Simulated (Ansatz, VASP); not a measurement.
**N: VASP beside Ansatz**

Contents of INCAR:

```
SYSTEM = N
PREC = Accurate ; ENCUT = 520
EDIFF = 1E-7 ; ISMEAR = 0
SIGMA = 0.1 ; LREAL = .False.
LASPH = .True. ; NELM = 100
ALGO = Normal ; ISIF = 2
LWAVE = .False. ; LCHARG = .False.
GGA = PE ; NBANDS = 18
```

KPOINTS

```
regular mesh
0
Gamma
  8 8 8
  0 0 0
```

POSCAR

```
N
1.0
    5.6549314500      0.0000000000      0.0000000000
    0.0000000000      5.6549314500      0.0000000000
    0.0000000000      0.0000000000      5.6549314500
N
4
Direct
    0.0361322387      0.0361322387      0.0361322387
    0.4638677613      0.9638677613      0.5361322387
    0.5361322387      0.4638677613      0.9638677613
    0.9638677613      0.5361322387      0.4638677613
```

Input for Ansatz:

```yaml
crystal:
  lattice:
    - [5.65493145, 0.0, 0.0]
    - [0.0, 5.65493145, 0.0]
    - [0.0, 0.0, 5.65493145]
  atoms:
    - { symbol: "N", position: [0.0361322387, 0.0361322387, 0.0361322387] }
    - { symbol: "N", position: [0.4638677613, 0.9638677613, 0.5361322387] }
    - { symbol: "N", position: [0.5361322387, 0.4638677613, 0.9638677613] }
    - { symbol: "N", position: [0.9638677613, 0.5361322387, 0.4638677613] }
basis:
  ecutwfc: 420
kpoints:
  mp_grid: { grid: [8, 8, 8] }
hamiltonian:
  xc: pbe
scf:
  occupations: { method: gaussian, width: 0.1 }
output:
  forces: true
  stress: true
  eigenvalues: true
```

Alike in both runs: task single point; functional PBE; k mesh 8 × 8 × 8; occupations gaussian, width 0.1 eV; no spin polarisation.

|  | VASP | Ansatz |
| --- | --- | --- |
| version | VASP 6.6.1 | Ansatz 0.2.0 |
| potentials or method | VASP PAW PBE potentials, release 64 (N), cutoff 520 eV | scalar-relativistic, plane waves, PAW |
| valence electrons in the cell | 20 | 20 |

|  | VASP | Ansatz | Ansatz less VASP |
| --- | --- | --- | --- |
| gap on the k mesh at the Fermi level (eV) | none | none | - |
| pressure (GPa) | -4.0 | -4.0 | +0.02 |
| rms of the force components (eV/Å) | 0.228 | 0.228 | +0.0004 |

Atom by atom the forces differ by 0.000 eV/Å (rms over components). A gap of «none» marks a metal or a gap that the smearing closes. With one functional, cell and mesh, what is left measures potentials, basis and numerics.
